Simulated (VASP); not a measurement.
SiC, 2 atoms in the cell. The structure is cubic, space group F-43m (No. 216). Conventional cell: a = 4.358 Å, b = 4.358 Å, c = 4.358 Å, α = 90.00°, β = 90.00°, γ = 90.00°. Within 2.5 Å of Si (site symmetry -43m) lie 4 C at 1.89 Å. C (site symmetry -43m) has 4 Si at 1.89 Å within 2.5 Å. 

- Program: VASP 6.6.1
- Task: single point
- Functional: BLYP
- Potentials or basis: VASP PAW PBE potentials, release 64 (Si, C)
- Cutoff: 600 eV
- k mesh: 10 × 10 × 10
- Occupations: fermi-dirac, width 0.05 eV
- Spin: no spin polarisation
- Dipole correction: no
- Further INCAR settings: ALGO = Normal; EDIFF = 1e-06; NBANDS = 11

Potentials or basis: VASP PAW PBE potentials, release 64 (Si, C).

Command:

```sh
$ cat potpaw_PBE.64/Si/POTCAR potpaw_PBE.64/C/POTCAR > POTCAR
$ mpirun -np 1 vasp_std > vasp.out
```

Hardware: 1 thread of AMD EPYC 7R43 64-Core Processor (Zen 3), on a shared host.

Estimate the wall time of this run.

Wall time 21 s on 1 thread of AMD EPYC 7R43 64-Core Processor (Zen 3), on a shared host, peak memory 0.11 GiB. Counts: scf iterations 12, k points 47.
